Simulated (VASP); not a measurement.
# C (I4_122) in VASP: further runs

C is run at these levels: PBE; tasks: single point.

Program: VASP 6.6.1. These are calculated values, not measurements. Logs are shortened: lines on timing, memory, paths and dates and some standing lists are left out, and cuts for length are marked.

**1. The cell of the first run**

The structure is tetragonal, space group I4_122 (No. 98). The conventional cell has a = 2.777 Å, b = 2.777 Å, c = 5.539 Å, α = 90.00°, β = 90.00°, γ = 90.00°. C (site symmetry 2) has 4 C at 1.45 to 1.59 Å within 1.9 Å.

The cell was built from a structure type or drawn by symmetry, and may not be a known phase.

**2. Single point, PBE**

INCAR reads:

```
SYSTEM = C
ALGO     = Normal         ! electronic algorithm
EDIFF    = 1E-6           ! SCF threshold, eV
ENCUT    = 520            ! plane-wave cutoff, eV
GGA      = PE             ! functional
ISIF     = 2              ! what is computed and relaxed
ISMEAR   = 0              ! smearing method
LASPH    = .True.         ! aspherical terms in the spheres
LCHARG   = .False.        ! write CHGCAR
LREAL    = .False.        ! projectors in reciprocal space
LWAVE    = .False.        ! write WAVECAR
NBANDS   = 16             ! bands
NELM     = 80             ! most SCF steps
PREC     = Accurate       ! precision mode
SIGMA    = 0.1            ! smearing width, eV
```

KPOINTS reads:

```
k-points
0
Gamma
  8 8 8
  0 0 0
```

POSCAR reads:

```
C
1.0
   -1.3885943000      1.3885943000      2.7695623600
    1.3885943000     -1.3885943000      2.7695623600
    1.3885943000      1.3885943000     -2.7695623600
C
4
Direct
    0.3750000000      0.9863820100      0.1113820100
    0.7363820100      0.1250000000      0.1113820100
    0.0136179900      0.6250000000      0.8886179900
    0.8750000000      0.2636179900      0.8886179900
```

Potentials or basis: VASP PAW PBE potentials, release 64 (C).

Command:

```
$ cat potpaw_PBE.64/C/POTCAR > POTCAR
$ mpirun -np 1 vasp_std > vasp.out
```

OUTCAR:

```text
SYSTEM = C
   EDIFF = 1E-6
   ENCUT = 520
   GGA = PE
   ISIF = 2
   ISMEAR = 0
   LASPH = .True.
   LREAL = .False.
   NELM = 80
   PREC = Accurate

 ion  position               nearest neighbor table
   1  0.375  0.986  0.111-   3 1.45   2 1.45   4 1.59   4 1.59   2 2.06   3 2.06
   2  0.736  0.125  0.111-   1 1.45   4 1.45   3 1.59   3 1.59   1 2.06   4 2.06
   3  0.014  0.625  0.889-   1 1.45   4 1.45   2 1.59   2 1.59   4 2.06   1 2.06
   4  0.875  0.264  0.889-   2 1.45   3 1.45   1 1.59   1 1.59   3 2.06   2 2.06

  LATTYP: Found a body centered tetragonal cell.
 ALAT       =     2.7771886000
 C/A-ratio  =     1.9945079423

  Lattice vectors:

 A1 = (  -1.3885943000,   1.3885943000,   2.7695623600)
 A2 = (   1.3885943000,  -1.3885943000,   2.7695623600)
 A3 = (   1.3885943000,   1.3885943000,  -2.7695623600)

Analysis of symmetry for initial positions (statically):
=====================================================================
 Subroutine PRICEL returns:
 Original cell was already a primitive cell.

 Routine SETGRP: Setting up the symmetry group for a
 body centered tetragonal supercell.

 Subroutine GETGRP returns: Found  8 space group operations
 (whereof  4 operations were pure point group operations)
 out of a pool of 16 trial point group operations.

The static configuration has the point symmetry D_2 .
 The point group associated with its full space group is D_4 .

Analysis of symmetry for dynamics (positions and initial velocities):
=====================================================================
 Subroutine PRICEL returns:
 Original cell was already a primitive cell.

 Routine SETGRP: Setting up the symmetry group for a
 body centered tetragonal supercell.

 Subroutine GETGRP returns: Found  8 space group operations
 (whereof  4 operations were pure point group operations)
 out of a pool of 16 trial point group operations.

The dynamic configuration has the point symmetry D_2 .
 The point group associated with its full space group is D_4 .

 Subroutine INISYM returns: Found  8 space group operations
 (whereof  4 operations are pure point group operations),
 and found     1 'primitive' translations

----------------------------------------------------------------------------------------

                                     Primitive cell

  volume of cell :      21.3610

  direct lattice vectors                    reciprocal lattice vectors
    -1.388594300  1.388594300  2.769562360     0.000000000  0.360076374  0.180533938
     1.388594300 -1.388594300  2.769562360     0.360076374  0.000000000  0.180533938
     1.388594300  1.388594300 -2.769562360     0.360076374  0.360076374  0.000000000

  length of vectors
     3.395123551  3.395123551  3.395123551     0.402799575  0.402799575  0.509224891

  position of ions in fractional coordinates (direct lattice)
     0.375000000  0.986382010  0.111382010
     0.736382010  0.125000000  0.111382010
     0.013617990  0.625000000  0.888617990
     0.875000000  0.263617990  0.888617990

  ion indices of the primitive-cell ions
   primitive index   ion index
                 1           1
                 2           2
                 3           3
                 4           4

----------------------------------------------------------------------------------------

 KPOINTS: k-points

Automatic generation of k-mesh.
 Grid dimensions read from file:
 generate k-points for:    8    8    8

 Generating k-lattice:

  Cartesian coordinates                     Fractional coordinates (reciprocal lattice)
     0.000000000  0.045009547  0.022566742     0.125000000 -0.000000000  0.000000000
     0.045009547  0.000000000  0.022566742    -0.000000000  0.125000000  0.000000000
     0.045009547  0.045009547  0.000000000     0.000000000  0.000000000  0.125000000

  Length of vectors
     0.050349947  0.050349947  0.063653111

  Shift w.r.t. Gamma in fractional coordinates (k-lattice)
     0.000000000  0.000000000  0.000000000

 Subroutine IBZKPT returns following result:
 ===========================================

 Found     59 irreducible k-points:

 Following reciprocal coordinates:
            Coordinates               Weight
  0.000000  0.000000  0.000000      1.000000
  0.125000  0.000000  0.000000      8.000000
  0.250000  0.000000  0.000000      8.000000
  0.375000  0.000000  0.000000      8.000000
  0.500000  0.000000  0.000000      4.000000
  0.125000  0.125000  0.000000      8.000000
[... 16 lines left out ...]
  0.250000  0.125000  0.125000     16.000000
  0.375000  0.125000  0.125000      8.000000
 [... further k-points ...]
   k-points           NKPTS =     59   k-points in BZ     NKDIM =     59   number of bands    NBANDS=     16
   number of dos      NEDOS =    301   number of ions     NIONS =      4
   total plane-waves  NPLWV =  21952
   dimension x,y,z NGX =    28 NGY =   28 NGZ =   28
   dimension x,y,z NGXF=    56 NGYF=   56 NGZF=   56
   ions per type =               4
   NGX,Y,Z   is equivalent  to a cutoff of  13.71, 13.71, 13.71 a.u.
   NGXF,Y,Z  is equivalent  to a cutoff of  27.42, 27.42, 27.42 a.u.
 SYSTEM =  C
   PREC   = accura    normal or accurate (medium, high low for compatibility)
   ISTART =      0    job   : 0-new  1-cont  2-samecut
   ICHARG =      2    charge: 1-file 2-atom 10-const
   ISPIN  =      1    spin polarized calculation?
   LNONCOLLINEAR =      F non collinear calculations
   LSORBIT =      F    spin-orbit coupling
   LASPH  =      T    aspherical Exc in radial PAW
   ENCUT  =  520.0 eV  38.22 Ry    6.18 a.u.   6.31  6.31  6.31*2*pi/ulx,y,z
   NELM   =     80;   NELMIN=  2; NELMDL= -5     # of ELM steps
   EDIFF  = 0.1E-05   stopping-criterion for ELM
   LREAL  =      F    real-space projection
   EDIFFG = 0.1E-04   stopping-criterion for IOM
   NSW    =      0    number of steps for IOM
   IBRION =     -1    ionic relax: 0-MD 1-quasi-New 2-CG
   NFREE  =      0    steps in history (QN), initial steepest desc. (CG)
   ISIF   =      2    stress and relaxation
   ISYM   =      2    0-nonsym 1-usesym 2-fastsym
   POTIM  = 0.5000    time-step for ionic-motion
   TEBEG  =    0.0;   TEEND  =   0.0 temperature during run
   PSTRESS=    0.0 pullay stress
   NELECT =      16.0000    total number of electrons
   NUPDOWN=      -1.0000    fix difference up-down
   EMIN   =  10.00;   EMAX   =-10.00  energy-range for DOS
   EFERMI =   0.00;   METHOD = LEGACY
   ISMEAR =     0;   SIGMA  =   0.10  broadening in eV -4-tet -1-fermi 0-gaus
   EFERMI_NEDOS =   21; number of points for ismear=-14 and -15
   IALGO  =     38    algorithm
   IMIX   =      4    mixing-type and parameters
     AMIX     =   0.40;   BMIX     =  1.00
     AMIX_MAG =   1.60;   BMIX_MAG =  1.00
  volume/ion in A,a.u.               =       5.34        36.04
  Fermi-wavevector in a.u.,A,eV,Ry     =   1.486760  2.809569 30.075069  2.210455
  Thomas-Fermi vector in A             =   2.600006
   LORBIT       =      0    0 simple, 1 ext, 2 COOP (PROOUT), +10 PAW based schemes
   GGA     = PE    functional components
   LHFCALC =     F    Hartree Fock is set to
   AEXX    =    0.0000 exact exchange contribution
   IVDW    =     0    specifies the selected vdW correction
   LEPSILON=     F    determine dielectric tensor
   LRPA    =     F    only Hartree local field effects (RPA)
 non-spin polarized calculation
 Gauss-broadening in eV      SIGMA  =   0.10
  energy-cutoff  :      520.00
  volume of cell :       21.36
 maximum number of plane-waves:       598
 NGX is ok and might be reduce to    28
   NGX = 13   NGY = 13   NGZ = 13

 number of electron      16.0000000 magnetization

 Free energy of the ion-electron system (eV)
  ---------------------------------------------------
  ext. energy  EPLUGINS =         0.00000000
  ---------------------------------------------------
  free energy    TOTEN  =       -28.66509764 eV

  energy without entropy =      -28.66178279  energy(sigma->0) =      -28.66344022

 E-fermi :  11.5203     XC(G=0): -13.6228

 val. band max:       11.5109587406   @ k =  -0.1250   0.2500   0.1250
 cond. band min:      11.5497141322   @ k =  -0.2500   0.5000   0.2500
 fundamental gap:      0.0387553916
 Fermi energy:        11.5203455677

 k-point     1 :       0.0000    0.0000    0.0000
  band No.  band energies     occupation
      1     -12.2203      2.00000
      2      -1.8553      2.00000
      3       3.4536      2.00000
      4       3.4536      2.00000
      5       4.3148      2.00000
      6       4.8407      2.00000
[... 8 lines left out ...]
     15      27.6006      0.00000
     16      27.6006      0.00000

 k-point     2 :       0.1250    0.0000    0.0000
  band No.  band energies     occupation
      1     -11.9387      2.00000
      2      -2.1429      2.00000
      3       1.8895      2.00000
      4       2.7746      2.00000
      5       5.0180      2.00000
      6       5.1937      2.00000
[... 8 lines left out ...]
     15      27.0842      0.00000
     16      27.4865      0.00000

 k-point     3 :       0.2500    0.0000    0.0000
  band No.  band energies     occupation
      1     -11.1097      2.00000
      2      -3.1490      2.00000
      3      -0.0543      2.00000
      4       1.5872      2.00000
      5       4.8029      2.00000
      6       5.7378      2.00000
[... 8 lines left out ...]
     15      26.1922      0.00000
     16      28.1648      0.00000

 k-point     4 :       0.3750    0.0000    0.0000
  band No.  band energies     occupation
      1      -9.8227      2.00000
      2      -5.0264      2.00000
      3      -0.9637      2.00000
      4       0.6547      2.00000
      5       4.6541      2.00000
      6       6.2214      2.00000
[... 8 lines left out ...]
     15      26.1841      0.00000
     16      28.7787      0.00000
[... 324 lines left out ...]
 k-point    22 :       0.1250    0.1250    0.1250
  band No.  band energies     occupation
      1     -10.2344      2.00000
      2      -3.0806      2.00000
      3      -0.4955      2.00000
      4       1.1582      2.00000
      5       2.4417      2.00000
      6       4.0257      2.00000
[... 8 lines left out ...]
     15      26.5699      0.00000
     16      27.9043      0.00000

 k-point    23 :       0.2500    0.1250    0.1250
  band No.  band energies     occupation
      1      -8.9707      2.00000
      2      -4.4875      2.00000
      3      -1.1317      2.00000
      4       0.6042      2.00000
      5       1.9225      2.00000
      6       4.1171      2.00000
[... 8 lines left out ...]
     15      26.5460      0.00000
     16      27.4390      0.00000

 k-point    24 :       0.3750    0.1250    0.1250
  band No.  band energies     occupation
      1      -7.9451      2.00000
      2      -5.7210      2.00000
      3      -1.2016      2.00000
      4       0.2690      2.00000
      5       1.8365      2.00000
      6       4.0135      2.00000
[... 8 lines left out ...]
     15      27.0767      0.00000
     16      27.0868      0.00000

 [... further k-points ...]

------------------------ aborting loop because EDIFF is reached ----------------------------------------

  FORCE on cell =-STRESS in cart. coord.  units (eV):
  Direction    XX          YY          ZZ          XY          YZ          ZX
  --------------------------------------------------------------------------------------
  -------------------------------------------------------------------------------------
  Total        6.8667717      6.8667717     17.5636606      0.0000000      0.0000000      0.0000000
  in kB      515.0404008    515.0404008   1317.3577231      0.0000000      0.0000000      0.0000000
  external PRESSURE =     782.4795082 kB  Pullay stress =       0.0000000 kB

 VOLUME and BASIS-vectors are now :
 -----------------------------------------------------------------------------
  energy-cutoff  :      520.00
  volume of cell :       21.36
      direct lattice vectors                 reciprocal lattice vectors
    -1.388594300  1.388594300  2.769562360     0.000000000  0.360076374  0.180533938
     1.388594300 -1.388594300  2.769562360     0.360076374  0.000000000  0.180533938
     1.388594300  1.388594300 -2.769562360     0.360076374  0.360076374  0.000000000

 POSITION                                       TOTAL-FORCE (eV/Angst)
 -----------------------------------------------------------------------------------
      1.00363     -0.69430      3.46195         1.979717      0.000000     -0.000000
     -0.69430      1.00363      2.07717         0.000000      1.979717     -0.000000
      2.08289      0.38497     -0.69239         0.000000     -1.979717      0.000000
      0.38497      2.08289      0.69239        -1.979717      0.000000      0.000000
 -----------------------------------------------------------------------------------
    total drift:                               -0.000000      0.000000     -0.000000

  FREE ENERGIE OF THE ION-ELECTRON SYSTEM (eV)
  ---------------------------------------------------
  free  energy   TOTEN  =       -28.6650976425 eV

  energy  without entropy=      -28.6617827917  energy(sigma->0) =      -28.66344022
```

Run time: 23 s. Hardware: 1 thread of Intel Xeon Platinum 8259CL at 2.50GHz (Skylake/Cascade Lake), shared host; peak memory 0.15 GiB.

Results:

* Free energy: -28.6651 eV
* Pressure: 78.2 GPa
* Largest force: 1.980 eV/Å
* Band gap on the k mesh: zero (bands 8 and 9 overlap by 1.28 eV)

Forces in eV/Å, atoms in the order of the input:
```
C    1.980  0.000  0.000
C    0.000  1.980  0.000
C    0.000 -1.980  0.000
C   -1.980  0.000  0.000
```

Stress tensor (GPa, compression positive):
```
 51.50   0.00   0.00
  0.00  51.50   0.00
  0.00   0.00 131.74
```

Caveat: the cell stands under pressure; forces of over 1 eV/Å act on the atoms, so gaps and moduli don't describe the material at rest.

**3. Single point, PBE, collinear spin**

INCAR reads:

```
SYSTEM = C
PREC = Accurate
ENCUT = 520
EDIFF = 1E-6
ISMEAR = 0
SIGMA = 0.1
LREAL = .False.
LASPH = .True.
NELM = 150
ALGO = Normal
ISIF = 2
LWAVE = .False.
LCHARG = .False.
ISPIN = 2
MAGMOM = 1 1 1 1
LORBIT = 11
GGA = PE
NBANDS = 20
```

KPOINTS reads:

```
Automatic mesh
0
Gamma
  8 8 8
  0 0 0
```

POSCAR is that of step 2.

Potentials or basis: VASP PAW PBE potentials, release 64 (C).

Command:

```
$ cat potpaw_PBE.64/C/POTCAR > POTCAR
$ mpirun -np 1 vasp_std > vasp.out
```

It took 61 s on 1 thread of Intel Xeon Platinum 8259CL at 2.50GHz (Skylake/Cascade Lake), shared host; peak memory 0.18 GiB.

The run converged. Its results:

```yaml
Free_energy: -28.6651 eV
Pressure: 78.3 GPa
Largest_force: 1.980 eV/Å
Band_gap_on_the_k_mesh: zero (filled and empty bands overlap)
Net_moment: 0.00 μB per cell
Valence_electrons_inside_the_program's_atomic_spheres: C 2.62
```

Forces in eV/Å, atoms in the order of the input:
```
C    1.980  0.000  0.000
C    0.000  1.980  0.000
C    0.000 -1.980  0.000
C   -1.980  0.000  0.000
```

Stress tensor (GPa, compression positive):
```
 51.51   0.00   0.00
  0.00  51.51   0.00
  0.00   0.00 131.73
```

Levels at points of the mesh, in eV from the Fermi level:
Spin up:
```csv
k point,band 4,band 5,band 6,band 7,band 8,band 9,band 10,band 11,band 12,band 13
"(0.00, 0.00, 0.00)",-8.07,-7.21,-6.68,-6.18,-3.21,0.46,1.70,1.70,9.88,9.88
"(0.50, 0.00, 0.00)",-11.23,-6.91,-5.04,-3.29,-1.27,0.97,2.79,7.64,8.86,10.14
"(0.50, 0.50, 0.00)",-10.95,-10.65,-10.44,-5.79,-1.49,3.32,6.78,8.60,12.26,12.30
"(0.50, 0.50, 0.50)",-9.05,-9.05,-4.85,-1.94,0.97,0.97,7.40,8.14,8.14,8.88
```
Spin down:
| k point | band 5 | band 6 | band 7 | band 8 | band 9 | band 10 | band 11 | band 12 |
| --- | --- | --- | --- | --- | --- | --- | --- | --- |
| (0.00, 0.00, 0.00) | -7.21 | -6.68 | -6.18 | -3.21 | 0.46 | 1.70 | 1.70 | 9.88 |
| (0.50, 0.00, 0.00) | -6.91 | -5.04 | -3.29 | -1.27 | 0.97 | 2.79 | 7.64 | 8.86 |
| (0.50, 0.50, 0.00) | -10.65 | -10.44 | -5.79 | -1.49 | 3.32 | 6.78 | 8.60 | 12.26 |
| (0.50, 0.50, 0.50) | -9.05 | -4.85 | -1.94 | 0.97 | 0.97 | 7.40 | 8.14 | 8.14 |

Caveat: the cell stands under pressure; forces of over 1 eV/Å act on the atoms, so gaps and moduli don't describe the material at rest.

(Part 1 of 2 ends here.)
